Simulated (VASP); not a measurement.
# C (Fmmm) in VASP: notebook

The runs below take C through single point, with PBE+D3(BJ).

Program: VASP 6.6.1. These are calculated values, not measurements. Logs are shortened: lines on timing, memory, paths and dates and some standing lists are left out, and cuts for length are marked.

## (1) The cell of the first run

It takes space group Fmmm (No. 69, orthorhombic). Conventional cell: a = 2.398 Å, b = 4.151 Å, c = 6.609 Å, α = 90.00°, β = 90.00°, γ = 90.00°. C (site symmetry m2m) has 3 C at 1.38 Å within 1.8 Å.

## (2) Single point, PBE+D3(BJ) (atoms shifted along a free coordinate)

INCAR

```
SYSTEM = C
PREC     = Accurate       ! precision mode
ENCUT    = 520            ! plane-wave cutoff, eV
EDIFF    = 1E-6           ! SCF threshold, eV
ISMEAR   = 0              ! smearing method
SIGMA    = 0.03           ! smearing width, eV
LREAL    = .FALSE.        ! projectors in reciprocal space
LASPH    = .TRUE.         ! aspherical terms in the spheres
NELM     = 80             ! most SCF steps
ALGO     = Normal         ! electronic algorithm
ISIF     = 2              ! what is computed and relaxed
LWAVE    = .FALSE.        ! write WAVECAR
LCHARG   = .FALSE.        ! write CHGCAR
GGA      = PE             ! functional
IVDW     = 12             ! dispersion correction
NBANDS   = 11             ! bands
```

KPOINTS

```
regular mesh
0
G
  16 16 16
  0 0 0
```

POSCAR

```
C
1.0
    0.0000000000      2.0755805716      3.3047059672
    1.1989765253      0.0000000000      3.3047059672
    1.1989765253      2.0755805716      0.0000000000
C
2
Direct
    0.1666966007      0.8333033993      0.1666966007
    0.8333033993      0.1666966007      0.8333033993
```

Potentials or basis: VASP PAW PBE potentials, release 64 (C).

On the command line:

```console
$ cat potpaw_PBE.64/C/POTCAR > POTCAR
$ mpirun -np 1 vasp_std > vasp.out
```

OUTCAR:

```text
SYSTEM = C
   PREC = Accurate
   ENCUT = 520
   EDIFF = 1E-6
   ISMEAR = 0
   LREAL = .FALSE.
   LASPH = .TRUE.
   NELM = 80
   ISIF = 2
   GGA = PE
   IVDW = 12
 IVDW          = 12

 ion  position               nearest neighbor table
   1  0.167  0.833  0.167-   2 1.38   2 1.38   2 1.38
   2  0.833  0.167  0.833-   1 1.38   1 1.38   1 1.38

  LATTYP: Found a face centered orthorhombic cell.
 ALAT       =     2.3979530506
 B/A-ratio  =     1.7311269469
 C/A-ratio  =     2.7562724519

  Lattice vectors:

 A1 = (   0.0000000000,   2.0755805716,   3.3047059672)
 A2 = (   1.1989765253,   0.0000000000,   3.3047059672)
 A3 = (   1.1989765253,   2.0755805716,   0.0000000000)

Analysis of symmetry for initial positions (statically):
=====================================================================
 Subroutine PRICEL returns:
 Original cell was already a primitive cell.

 Routine SETGRP: Setting up the symmetry group for a
 face centered orthorhombic supercell.

 Subroutine GETGRP returns: Found  8 space group operations
 (whereof  8 operations were pure point group operations)
 out of a pool of  8 trial point group operations.

The static configuration has the point symmetry D_2h.

Analysis of symmetry for dynamics (positions and initial velocities):
=====================================================================
 Subroutine PRICEL returns:
 Original cell was already a primitive cell.

 Routine SETGRP: Setting up the symmetry group for a
 face centered orthorhombic supercell.

 Subroutine GETGRP returns: Found  8 space group operations
 (whereof  8 operations were pure point group operations)
 out of a pool of  8 trial point group operations.

The dynamic configuration has the point symmetry D_2h.

 Subroutine INISYM returns: Found  8 space group operations
 (whereof  8 operations are pure point group operations),
 and found     1 'primitive' translations

----------------------------------------------------------------------------------------

                                     Primitive cell

  volume of cell :      16.4480

  direct lattice vectors                    reciprocal lattice vectors
     0.000000000  2.075580572  3.304705967    -0.417022343  0.240896454  0.151299391
     1.198976525  0.000000000  3.304705967     0.417022343 -0.240896454  0.151299391
     1.198976525  2.075580572  0.000000000     0.417022343  0.240896454 -0.151299391

  length of vectors
     3.902450030  3.515483784  2.396993829     0.504807133  0.504807133  0.504807133

  position of ions in fractional coordinates (direct lattice)
     0.166696601  0.833303399  0.166696601
     0.833303399  0.166696601  0.833303399

  ion indices of the primitive-cell ions
   primitive index   ion index
                 1           1
                 2           2

----------------------------------------------------------------------------------------

 KPOINTS: regular mesh

Automatic generation of k-mesh.
 Grid dimensions read from file:
 generate k-points for:   16   16   16

 Generating k-lattice:

  Cartesian coordinates                     Fractional coordinates (reciprocal lattice)
    -0.026063896  0.015056028  0.009456212     0.062500000  0.000000000  0.000000000
     0.026063896 -0.015056028  0.009456212     0.000000000  0.062500000  0.000000000
     0.026063896  0.015056028 -0.009456212    -0.000000000 -0.000000000  0.062500000

  Length of vectors
     0.031550446  0.031550446  0.031550446

  Shift w.r.t. Gamma in fractional coordinates (k-lattice)
     0.000000000  0.000000000  0.000000000

 Subroutine IBZKPT returns following result:
 ===========================================

 Found    621 irreducible k-points:

 Following reciprocal coordinates:
            Coordinates               Weight
  0.000000  0.000000  0.000000      1.000000
  0.062500  0.000000  0.000000      8.000000
  0.125000  0.000000  0.000000      8.000000
  0.187500  0.000000  0.000000      8.000000
  0.250000  0.000000  0.000000      8.000000
  0.312500  0.000000  0.000000      8.000000
[... 16 lines left out ...]
 -0.125000  0.062500 -0.000000      8.000000
 -0.062500  0.062500 -0.000000      4.000000
 [... further k-points ...]
   k-points           NKPTS =    621   k-points in BZ     NKDIM =    621   number of bands    NBANDS=     11
   number of dos      NEDOS =    301   number of ions     NIONS =      2
   total plane-waves  NPLWV =  15120
   dimension x,y,z NGX =    30 NGY =   28 NGZ =   18
   dimension x,y,z NGXF=    60 NGYF=   56 NGZF=   36
   ions per type =               2
   NGX,Y,Z   is equivalent  to a cutoff of  12.78, 13.24, 12.48 a.u.
   NGXF,Y,Z  is equivalent  to a cutoff of  25.56, 26.48, 24.97 a.u.
 SYSTEM =  C
   PREC   = accura    normal or accurate (medium, high low for compatibility)
   ISTART =      0    job   : 0-new  1-cont  2-samecut
   ICHARG =      2    charge: 1-file 2-atom 10-const
   ISPIN  =      1    spin polarized calculation?
   LNONCOLLINEAR =      F non collinear calculations
   LSORBIT =      F    spin-orbit coupling
   LASPH  =      T    aspherical Exc in radial PAW
   ENCUT  =  520.0 eV  38.22 Ry    6.18 a.u.   7.26  6.54  4.46*2*pi/ulx,y,z
   NELM   =     80;   NELMIN=  2; NELMDL= -5     # of ELM steps
   EDIFF  = 0.1E-05   stopping-criterion for ELM
   LREAL  =      F    real-space projection
   EDIFFG = 0.1E-04   stopping-criterion for IOM
   NSW    =      0    number of steps for IOM
   IBRION =     -1    ionic relax: 0-MD 1-quasi-New 2-CG
   NFREE  =      0    steps in history (QN), initial steepest desc. (CG)
   ISIF   =      2    stress and relaxation
   ISYM   =      2    0-nonsym 1-usesym 2-fastsym
   POTIM  = 0.5000    time-step for ionic-motion
   TEBEG  =    0.0;   TEEND  =   0.0 temperature during run
   PSTRESS=    0.0 pullay stress
   NELECT =       8.0000    total number of electrons
   NUPDOWN=      -1.0000    fix difference up-down
   EMIN   =  10.00;   EMAX   =-10.00  energy-range for DOS
   EFERMI =   0.00;   METHOD = LEGACY
   ISMEAR =     0;   SIGMA  =   0.03  broadening in eV -4-tet -1-fermi 0-gaus
   EFERMI_NEDOS =   21; number of points for ismear=-14 and -15
   IALGO  =     38    algorithm
   IMIX   =      4    mixing-type and parameters
     AMIX     =   0.40;   BMIX     =  1.00
     AMIX_MAG =   1.60;   BMIX_MAG =  1.00
  volume/ion in A,a.u.               =       8.22        55.50
  Fermi-wavevector in a.u.,A,eV,Ry     =   1.287460  2.432947 22.552386  1.657554
  Thomas-Fermi vector in A             =   2.419473
   LORBIT       =      0    0 simple, 1 ext, 2 COOP (PROOUT), +10 PAW based schemes
   GGA     = PE    functional components
   LHFCALC =     F    Hartree Fock is set to
   AEXX    =    0.0000 exact exchange contribution
   IVDW    =    12    specifies the selected vdW correction
   LEPSILON=     F    determine dielectric tensor
   LRPA    =     F    only Hartree local field effects (RPA)
 non-spin polarized calculation
 Gauss-broadening in eV      SIGMA  =   0.03
  energy-cutoff  :      520.00
  volume of cell :       16.45
 maximum number of plane-waves:       465
 NGX is ok and might be reduce to    30
   NGX = 15   NGY = 13   NGZ =  9

 number of electron       7.9999999 magnetization

 Free energy of the ion-electron system (eV)
  ---------------------------------------------------
  ext. energy  EPLUGINS =         0.00000000
  ---------------------------------------------------
  free energy    TOTEN  =       -18.29507941 eV

  energy without entropy =      -18.29507941  energy(sigma->0) =      -18.29507941

 E-fermi :   5.2291     XC(G=0): -10.5962

 val. band max:        5.1050889108   @ k =   0.4375  -0.1875   0.3125
 cond. band min:       5.3433151441   @ k =   0.0000   0.3125   0.3125
 fundamental gap:      0.2382262332
 Fermi energy:         5.2290577447

 k-point     1 :       0.0000    0.0000    0.0000
  band No.  band energies     occupation
      1     -15.0121      2.00000
      2      -1.7431      2.00000
      3       2.3681      2.00000
      4       2.3823      2.00000
      5       9.4059      0.00000
      6      14.2265      0.00000
      7      14.2960      0.00000
      8      17.7735      0.00000
      9      19.9130      0.00000
     10      29.0797      0.00000
     11      31.9239      0.00000

 k-point     2 :       0.0625    0.0000    0.0000
  band No.  band energies     occupation
      1     -14.9113      2.00000
      2      -1.6542      2.00000
      3       1.9945      2.00000
      4       2.1571      2.00000
      5       9.5739      0.00000
      6      14.3364      0.00000
      7      14.6791      0.00000
      8      17.3850      0.00000
      9      20.0706      0.00000
     10      29.4146      0.00000
     11      30.9419      0.00000

 k-point     3 :       0.1250    0.0000    0.0000
  band No.  band energies     occupation
      1     -14.6097      2.00000
      2      -1.3865      2.00000
      3       0.9566      2.00000
      4       1.6048      2.00000
      5      10.0754      0.00000
      6      14.4192      0.00000
      7      15.8735      0.00000
      8      16.3111      0.00000
      9      20.5772      0.00000
     10      28.8028      0.00000
     11      30.3367      0.00000
[... 267 lines left out ...]
 k-point    23 :      -0.1250    0.0625   -0.0000
  band No.  band energies     occupation
      1     -14.1315      2.00000
      2      -0.7582      2.00000
      3      -0.4953      2.00000
      4       0.8982      2.00000
      5      10.5186      0.00000
      6      14.3855      0.00000
      7      14.7057      0.00000
      8      17.6356      0.00000
      9      21.4688      0.00000
     10      26.6932      0.00000
     11      31.0361      0.00000

 k-point    24 :      -0.0625    0.0625   -0.0000
  band No.  band energies     occupation
      1     -14.6210      2.00000
      2      -1.2911      2.00000
      3       0.9586      2.00000
      4       1.6049      2.00000
      5       9.8777      0.00000
      6      14.4207      0.00000
      7      15.8753      0.00000
      8      16.2961      0.00000
      9      20.5884      0.00000
     10      28.7934      0.00000
     11      30.3439      0.00000

 [... further k-points ...]

------------------------ aborting loop because EDIFF is reached ----------------------------------------

 Edisp (eV)   -0.31280

 E8    (eV) :    -0.0888

  FORCE on cell =-STRESS in cart. coord.  units (eV):
  Direction    XX          YY          ZZ          XY          YZ          ZX
  --------------------------------------------------------------------------------------
  -------------------------------------------------------------------------------------
  Total       4.43916     4.39927     0.10648     0.00000     0.00000     0.00000
  in kB     432.41216   428.52715    10.37202     0.00000     0.00000     0.00000
  external pressure =      290.44 kB  Pullay stress =        0.00 kB

 VOLUME and BASIS-vectors are now :
 -----------------------------------------------------------------------------
  energy-cutoff  :      520.00
  volume of cell :       16.45
      direct lattice vectors                 reciprocal lattice vectors
     0.000000000  2.075580572  3.304705967    -0.417022343  0.240896454  0.151299391
     1.198976525  0.000000000  3.304705967     0.417022343 -0.240896454  0.151299391
     1.198976525  2.075580572  0.000000000     0.417022343  0.240896454 -0.151299391

 POSITION                                       TOTAL-FORCE (eV/Angst)
 -----------------------------------------------------------------------------------
      1.19898      0.69198      3.30471         0.000000     -0.022555      0.000000
      1.19898      3.45918      3.30471         0.000000      0.022555      0.000000
 -----------------------------------------------------------------------------------
    total drift:                                0.000000      0.000000     -0.000000

  FREE ENERGIE OF THE ION-ELECTRON SYSTEM (eV)
  ---------------------------------------------------
  free  energy   TOTEN  =       -18.6078796925 eV

  energy  without entropy=      -18.6078796925  energy(sigma->0) =      -18.60787969
```

It took 2.2 min on 1 thread of Intel Xeon 8259CL, shared host; peak memory 0.22 GiB.

Results:

- Free energy: -18.6079 eV
- Pressure: 29.0 GPa
- Largest force: 0.023 eV/Å
- Dispersion energy per atom: -0.156 eV

Forces in eV/Å, atoms in the order of the input:
```
C    0.000 -0.023  0.000
C    0.000  0.023  0.000
```

Stress tensor (GPa, compression positive):
```
43.24  0.00  0.00
 0.00 42.85  0.00
 0.00  0.00  1.04
```

Caveat: the cell differs from its parent crystal (atoms shifted along a free coordinate); the cell stands under pressure.

[end of part 1 of 2]
